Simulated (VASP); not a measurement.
Here is a VASP 6.6.1 calculation.

INCAR

```
  PREC = Accurate
  ENCUT = 520
  EDIFF = 1E-7
  ISMEAR = 0
  SIGMA = 0.05
  LREAL = False
  LASPH = True
  NELM = 80
  ALGO = Normal
  ISIF = 2
  LWAVE = False
  LCHARG = True
  LDIPOL = True
  IDIPOL = 3
  DIPOL = 0.5 0.5 0.403
  GGA = PE
  IVDW = 12
  LELF = True
  LVHAR = True
  LVACPOTAV = True
  NBANDS = 50
```

KPOINTS

```
regular mesh
0
Gamma
  7 7 1
```

File POSCAR:

```
SnO
1.0
    3.8201635894      0.0000000000      0.0000000000
    0.0000000000      3.8201635894      0.0000000000
    0.0000000000      0.0000000000     22.2260803631
Sn O
4 4
Direct
    0.7500000000      0.2500000000      0.2024648488
    0.2500000000      0.7500000000      0.3087831984
    0.3750000000      0.8750000000      0.4977503906
   -0.1250000000      1.3750000000      0.6040687401
    0.2500000000      0.2500000000      0.2556240236
    0.7500000000      0.7500000000      0.2556240236
   -0.1250000000      0.8750000000      0.5509095654
    0.3750000000      1.3750000000      0.5509095654
```

Potentials or basis: VASP PAW PBE potentials, release 64 (Sn_d, O).

Run with:

```console
$ cat potpaw_PBE.64/Sn_d/POTCAR potpaw_PBE.64/O/POTCAR > POTCAR
$ mpirun -np 1 vasp_std > vasp.out
```

What does it give for the band gap on the k mesh?

2.46 eV (least direct gap 2.55 eV).

What does it give for the largest force?

0.084 eV/Å.

Forces in eV/Å, atoms in the order of the input:
```
Sn  -0.003 -0.003 -0.084
Sn  -0.019 -0.019  0.053
Sn   0.019  0.019 -0.053
Sn   0.003  0.003  0.084
O    0.007 -0.017  0.000
O   -0.017  0.007  0.000
O    0.017 -0.007  0.000
O   -0.007  0.017  0.000
```

Caveat: the cell differs from its parent crystal (layers slid over each other); spin-orbit coupling is left out, which moves the levels of the heavy elements.
